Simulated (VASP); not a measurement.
# Re (C2/c) in VASP: further runs

Runs on Re. Level: PBE. Tasks: single point.

Program: VASP 6.6.1. These are calculated values, not measurements. Logs are shortened: lines on timing, memory, paths and dates and some standing lists are left out, and cuts for length are marked.

## Step 1: The cell of the first run

It takes space group C2/c (No. 15, monoclinic). The conventional cell has a = 2.792 Å, b = 4.806 Å, c = 4.511 Å, α = 90.00°, β = 102.55°, γ = 90.00°. Within 3.3 Å of Re (site symmetry 2) lie 12 Re at 2.51 to 3.01 Å.

## Step 2: Single point, PBE (engineering shear strain xz -0.2200, engineering shear strain yz +0.0000)

Input file INCAR:

```
PREC = Accurate ; ENCUT = 520
EDIFF = 1E-6 ; ISMEAR = 0
SIGMA = 0.15 ; LREAL = F
LASPH = T ; NELM = 60
ALGO = Fast ; ISIF = 2
LWAVE = F ; LCHARG = F
GGA = PE ; NBANDS = 14
```

Input file KPOINTS:

```
regular mesh
0
Gamma
  18 18 10
```

Input file POSCAR:

```
Re
1.0
    2.7748241524      0.0000000000     -0.3052306568
   -1.3874120762      2.4030682070      0.1526153284
   -0.4932646191      0.0000000000      4.4842238099
Re
2
Direct
    0.3333333333      0.6666666667      0.2500000000
    0.6666666667      0.3333333333      0.7500000000
```

Potentials or basis: VASP PAW PBE potentials, release 64 (Re).

Launch:

```
$ cat potpaw_PBE.64/Re/POTCAR > POTCAR
$ mpirun -np 1 vasp_std > vasp.out
```

OUTCAR:

```text
PREC = Accurate
   ENCUT = 520
   EDIFF = 1E-6
   ISMEAR = 0
   LREAL = F
   LASPH = T
   NELM = 60
   ISIF = 2
   GGA = PE

 ion  position               nearest neighbor table
   1  0.333  0.667  0.250-   2 2.51   2 2.51   2 2.77   2 2.77   2 3.01   2 3.01
   2  0.667  0.333  0.750-   1 2.51   1 2.51   1 2.77   1 2.77   1 3.01   1 3.01

  LATTYP: Found a base centered monoclinic cell.
 ALAT       =     2.7915613607
 B/A-ratio  =     1.7216660474
 C/A-ratio  =     1.6160389140
 COS(beta)  =    -0.2173698251

  Lattice vectors:

 A1 = (   1.3874120762,  -2.4030682070,  -0.1526153284)
 A2 = (   1.3874120762,   2.4030682070,  -0.1526153284)
 A3 = (  -0.4932646191,   0.0000000000,   4.4842238099)

Analysis of symmetry for initial positions (statically):
=====================================================================
 Subroutine PRICEL returns:
 Original cell was already a primitive cell.

 Routine SETGRP: Setting up the symmetry group for a
 base centered monoclinic supercell.

 Subroutine GETGRP returns: Found  4 space group operations
 (whereof  2 operations were pure point group operations)
 out of a pool of  4 trial point group operations.

The static configuration has the point symmetry S_2 .
 The point group associated with its full space group is C_2h.

Analysis of symmetry for dynamics (positions and initial velocities):
=====================================================================
 Subroutine PRICEL returns:
 Original cell was already a primitive cell.

 Routine SETGRP: Setting up the symmetry group for a
 base centered monoclinic supercell.

 Subroutine GETGRP returns: Found  4 space group operations
 (whereof  2 operations were pure point group operations)
 out of a pool of  4 trial point group operations.

The dynamic configuration has the point symmetry S_2 .
 The point group associated with its full space group is C_2h.

 Subroutine INISYM returns: Found  4 space group operations
 (whereof  2 operations are pure point group operations),
 and found     1 'primitive' translations

----------------------------------------------------------------------------------------

                                     Primitive cell

  volume of cell :      29.5394

  direct lattice vectors                    reciprocal lattice vectors
     2.774824152  0.000000000 -0.305230657     0.364797244  0.208067336  0.040127697
[... 95 lines left out ...]
   TEBEG  =    0.0;   TEEND  =   0.0 temperature during run
   PSTRESS=    0.0 pullay stress
   NELECT =      14.0000    total number of electrons
   NUPDOWN=      -1.0000    fix difference up-down
   EMIN   =  10.00;   EMAX   =-10.00  energy-range for DOS
   EFERMI =   0.00;   METHOD = LEGACY
   ISMEAR =     0;   SIGMA  =   0.15  broadening in eV -4-tet -1-fermi 0-gaus
   EFERMI_NEDOS =   21; number of points for ismear=-14 and -15
   IALGO  =     68    algorithm
   IMIX   =      4    mixing-type and parameters
     AMIX     =   0.40;   BMIX     =  1.00
     AMIX_MAG =   1.60;   BMIX_MAG =  1.00
  volume/ion in A,a.u.               =      14.77        99.67
  Fermi-wavevector in a.u.,A,eV,Ry     =   1.276391  2.412028 22.166241  1.629173
  Thomas-Fermi vector in A             =   2.409049
   LORBIT       =      0    0 simple, 1 ext, 2 COOP (PROOUT), +10 PAW based schemes
   GGA     = PE    functional components
   LHFCALC =     F    Hartree Fock is set to
   AEXX    =    0.0000 exact exchange contribution
   IVDW    =     0    specifies the selected vdW correction
   LEPSILON=     F    determine dielectric tensor
   LRPA    =     F    only Hartree local field effects (RPA)
 non-spin polarized calculation
 RMM-DIIS sequential band-by-band and
 Gauss-broadening in eV      SIGMA  =   0.15
  energy-cutoff  :      520.00
  volume of cell :       29.54
 maximum number of plane-waves:       808
 NGX is ok and might be reduce to    24
   NGX = 11   NGY = 11   NGZ = 17

 number of electron      14.0000000 magnetization

 Free energy of the ion-electron system (eV)
  ---------------------------------------------------
  ext. energy  EPLUGINS =         0.00000000
  ---------------------------------------------------
  free energy    TOTEN  =       -24.21944897 eV

  energy without entropy =      -24.19677889  energy(sigma->0) =      -24.20811393

 E-fermi :   8.2616     XC(G=0): -13.6875

 val. band max:        8.2612166924   @ k =  -0.3333   0.1111   0.5000
 cond. band min:       8.2623462233   @ k =  -0.2778  -0.3889   0.4000
 fundamental gap:      0.0011295310
 Fermi energy:         8.2616034337

 k-point     1 :       0.0000    0.0000    0.0000
  band No.  band energies     occupation
      1      -1.9706      2.00000
      2       1.4396      2.00000
      3       5.4849      2.00000
      4       6.3285      2.00000
      5       6.4032      2.00000
      6       6.7317      2.00000
      7       7.2067      2.00000
      8       8.1161      1.82999
      9       8.7765      0.00000
     10       9.0805      0.00000
     11      10.2747      0.00000
     12      10.9246      0.00000
     13      18.7651      0.00000
     14      22.3920      0.00000
[... 377 lines left out ...]
      1       0.3461      2.00000
      2       2.7417      2.00000
      3       4.1577      2.00000
      4       4.9772      2.00000
      5       5.5683      2.00000
      6       6.4942      2.00000
      7       7.8803      1.99968
      8       8.6135      0.00091
      9       8.7840      0.00000
     10       9.3373      0.00000
     11      11.6288      0.00000
     12      14.6910      0.00000
     13      19.4571      0.00000
     14      22.5993      0.00000

 [... further k-points ...]

------------------------ aborting loop because EDIFF is reached ----------------------------------------

  FORCE on cell =-STRESS in cart. coord.  units (eV):
  Direction    XX          YY          ZZ          XY          YZ          ZX
  --------------------------------------------------------------------------------------
  -------------------------------------------------------------------------------------
  Total        0.9641148      2.9760591      3.0060954      0.0000000      0.0000000      4.9510287
  in kB       52.2922687    161.4173828    163.0465140      0.0000000      0.0000000    268.5370422
  external PRESSURE =     125.5853885 kB  Pullay stress =       0.0000000 kB

 VOLUME and BASIS-vectors are now :
 -----------------------------------------------------------------------------
  energy-cutoff  :      520.00
  volume of cell :       29.54
      direct lattice vectors                 reciprocal lattice vectors
     2.774824152  0.000000000 -0.305230657     0.364797244  0.208067336  0.040127697
    -1.387412076  2.403068207  0.152615328     0.000000000  0.416134672  0.000000000
    -0.493264619  0.000000000  4.484223810     0.024830898  0.000000000  0.225735433

 POSITION                                       TOTAL-FORCE (eV/Angst)
 -----------------------------------------------------------------------------------
     -0.12332      1.60205      1.12106         0.000000      0.751854     -0.000000
      1.01746      0.80102      3.21055        -0.000000     -0.751854      0.000000
 -----------------------------------------------------------------------------------
    total drift:                               -0.000000      0.000000      0.000000

  FREE ENERGIE OF THE ION-ELECTRON SYSTEM (eV)
  ---------------------------------------------------
  free  energy   TOTEN  =       -24.2194489710 eV

  energy  without entropy=      -24.1967788851  energy(sigma->0) =      -24.20811393
```

OSZICAR:

```text
N       E                     dE             d eps       ncg     rms          rms(c)
DAV:   1     0.209656034538E+02    0.20966E+02   -0.67937E+03 48420   0.124E+03
DAV:   2    -0.244663842947E+02   -0.45432E+02   -0.39974E+02 39616   0.280E+02
DAV:   3    -0.255159941358E+02   -0.10496E+01   -0.10208E+01 37964   0.441E+01
DAV:   4    -0.255265279093E+02   -0.10534E-01   -0.10522E-01 36982   0.303E+00
DAV:   5    -0.255267460417E+02   -0.21813E-03   -0.21811E-03 37544   0.771E-01    0.429E+01
RMM:   6    -0.245204846228E+02    0.10063E+01   -0.15968E-01 25492   0.195E+01    0.174E+01
RMM:   7    -0.242266804412E+02    0.29380E+00   -0.21497E+00 36518   0.212E+01    0.117E+00
RMM:   8    -0.242229946673E+02    0.36858E-02   -0.72558E-02 36342   0.388E+00    0.830E-01
RMM:   9    -0.242201781953E+02    0.28165E-02   -0.11907E-02 37938   0.806E-01    0.149E-01
RMM:  10    -0.242193901702E+02    0.78803E-03   -0.55461E-04 29714   0.966E-01    0.968E-02
RMM:  11    -0.242194443680E+02   -0.54198E-04   -0.15472E-03 37579   0.374E-01    0.963E-03
RMM:  12    -0.242194493496E+02   -0.49815E-05   -0.10491E-04 37083   0.667E-02    0.113E-02
RMM:  13    -0.242194489710E+02    0.37856E-06   -0.37745E-06 25707   0.349E-02
   1 F= -.24219449E+02 E0= -.24208114E+02  d E =-.226701E-01
```

Run time: 10 min. Hardware: 1 thread of Intel Xeon 8259CL, shared host; peak memory 0.42 GiB.

Results:

- Free energy: -24.2194 eV
- Pressure: 12.6 GPa
- Largest force: 0.752 eV/Å
- Band gap on the k mesh: zero (bands 7 and 8 overlap by 2.77 eV)

Forces on the atoms (eV/Å):
```
Re   0.000  0.752  0.000
Re   0.000 -0.752  0.000
```

Levels at points of the mesh, in eV from the Fermi level:
| k point | band 4 | band 5 | band 6 | band 7 | band 8 | band 9 | band 10 | band 11 |
| --- | --- | --- | --- | --- | --- | --- | --- | --- |
| (0.00, 0.00, 0.00) | -1.93 | -1.86 | -1.53 | -1.05 | -0.15 | 0.51 | 0.82 | 2.01 |
| (0.50, 0.00, 0.00) | -3.26 | -2.02 | -1.96 | 0.63 | 3.54 | 3.57 | 3.95 | 5.71 |
| (0.00, 0.50, 0.00) | -3.56 | -2.27 | -1.73 | 0.77 | 2.51 | 3.58 | 3.82 | 5.65 |
| (0.00, 0.00, 0.50) | -3.32 | -2.14 | -2.14 | -1.04 | -1.04 | 0.45 | 0.45 | 3.39 |
| (0.50, 0.00, 0.50) | -3.94 | -0.54 | -0.34 | 0.25 | 1.29 | 3.30 | 4.01 | 4.56 |
| (0.00, 0.50, 0.50) | -4.53 | -0.10 | -0.10 | 0.70 | 0.70 | 3.54 | 3.54 | 4.83 |

Caveat: the cell differs from its parent crystal (engineering shear strain xz -0.2200, engineering shear strain yz +0.0000); the cell stands under pressure; spin-orbit coupling is left out, which moves the levels of the heavy elements.

## Step 3: Single point, PBE (engineering shear strain xz -0.1467, engineering shear strain yz +0.0000)

Input file INCAR:

```
PREC     = Accurate       # precision mode
ENCUT    = 520            # plane-wave cutoff, eV
EDIFF    = 1E-6           # SCF threshold, eV
ISMEAR   = 0              # smearing method
SIGMA    = 0.15           # smearing width, eV
LREAL    = F              # projectors in reciprocal space
LASPH    = T              # aspherical terms in the spheres
NELM     = 60             # most SCF steps
ALGO     = Fast           # electronic algorithm
ISIF     = 2              # what is computed and relaxed
LWAVE    = F              # write WAVECAR
LCHARG   = T              # write CHGCAR
GGA      = PE             # functional
LELF     = T              # ELF
LVHAR    = T            
NBANDS   = 14             # bands
```

KPOINTS is that of step 2.

Input file POSCAR:

```
Re
1.0
    2.7748241524      0.0000000000     -0.2035333516
   -1.3874120762      2.4030682070      0.1017666758
   -0.3289178165      0.0000000000      4.4842238099
Re
2
Direct
    0.3333333333      0.6666666667      0.2500000000
    0.6666666667      0.3333333333      0.7500000000
```

Potentials or basis: VASP PAW PBE potentials, release 64 (Re).

Launch:

```
$ cat potpaw_PBE.64/Re/POTCAR > POTCAR
$ mpirun -np 1 vasp_std > vasp.out
```

Wall time 9.5 min (1 thread of Intel Xeon 8259CL, shared host); peak memory 0.43 GiB.

The run converged. Its results:

```yaml
Free_energy: -24.5534 eV
Pressure: 5.3 GPa
Largest_force: 0.232 eV/Å
Band_gap_on_the_k_mesh: zero (bands 7 and 8 overlap by 2.87 eV)
```

Forces in eV/Å, atoms in the order of the input:
```
Re   0.000  0.232  0.000
Re   0.000 -0.232  0.000
```

Stress tensor (GPa, compression positive):
```
 2.63  0.00 20.55
 0.00  7.09  0.00
20.55  0.00  6.16
```

Levels at points of the mesh, in eV from the Fermi level:
| k point | band 4 | band 5 | band 6 | band 7 | band 8 | band 9 | band 10 | band 11 |
| --- | --- | --- | --- | --- | --- | --- | --- | --- |
| (0.00, 0.00, 0.00) | -1.74 | -1.70 | -1.13 | -0.92 | 0.05 | 0.51 | 0.53 | 2.67 |
| (0.50, 0.00, 0.00) | -2.59 | -1.86 | -1.81 | 0.12 | 3.72 | 3.85 | 4.23 | 5.78 |
| (0.00, 0.50, 0.00) | -2.87 | -2.00 | -1.55 | 0.19 | 3.36 | 3.72 | 4.11 | 5.83 |
| (0.00, 0.00, 0.50) | -2.90 | -1.90 | -1.90 | -1.31 | -1.31 | 1.19 | 1.19 | 3.22 |
| (0.50, 0.00, 0.50) | -3.88 | -0.05 | -0.01 | 0.40 | 1.27 | 3.63 | 4.16 | 4.55 |
| (0.00, 0.50, 0.50) | -4.27 | 0.15 | 0.15 | 0.78 | 0.78 | 3.83 | 3.83 | 4.75 |

Caveat: the cell differs from its parent crystal (engineering shear strain xz -0.1467, engineering shear strain yz +0.0000); the cell stands under pressure; spin-orbit coupling is left out, which moves the levels of the heavy elements.
